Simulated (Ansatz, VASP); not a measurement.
**CaSiH6 in VASP and in Ansatz**

```
Ca Si H
1.0
     3.16509    1.82736    1.95975
    -3.16509    1.82736    1.95975
     0.00000   -3.65473    1.95975
Ca Si H
1 1 6
Direct
  0.50000 0.50000 0.50000
  0.00000 0.00000 0.00000
  0.92994 0.27740 0.27740
  0.27740 0.92994 0.27740
  0.27740 0.27740 0.92994
  0.07006 0.72260 0.72260
  0.72260 0.07006 0.72260
  0.72260 0.72260 0.07006
```

Alike in both runs: task single point; functional r2SCAN; dispersion rVV10; k mesh 8 × 8 × 8; occupations fermi-dirac, width 0.03 eV; no spin polarisation.

|  | VASP | Ansatz |
| --- | --- | --- |
| version | VASP 6.6.1 | Ansatz 0.2.0 |
| potentials or method | VASP PAW PBE potentials, release 64 (Ca_sv, Si, H) | plane waves, PAW |
| plane-wave cutoff (eV) | 520 | 500 |
| valence electrons in the cell | 20 | 20 |

Ansatz gave:

```
gap on the k mesh at the Fermi level (eV)                     : 2.15
pressure (GPa)                                                : 0.0
traceless stress, the component that is largest in VASP (GPa) : 0.01
rms of the force components (eV/Å)                            : 0.000
```

Question: What did VASP give for the same quantities?

Answer: gap on the k mesh at the Fermi level (eV): 2.15; pressure (GPa): -0.1; traceless stress, the component that is largest in VASP (GPa): 0.15; rms of the force components (eV/Å): 0.008.

VASP's potentials were made for PBE, not for r2SCAN. Atom by atom the forces differ by 0.008 eV/Å (rms over components).
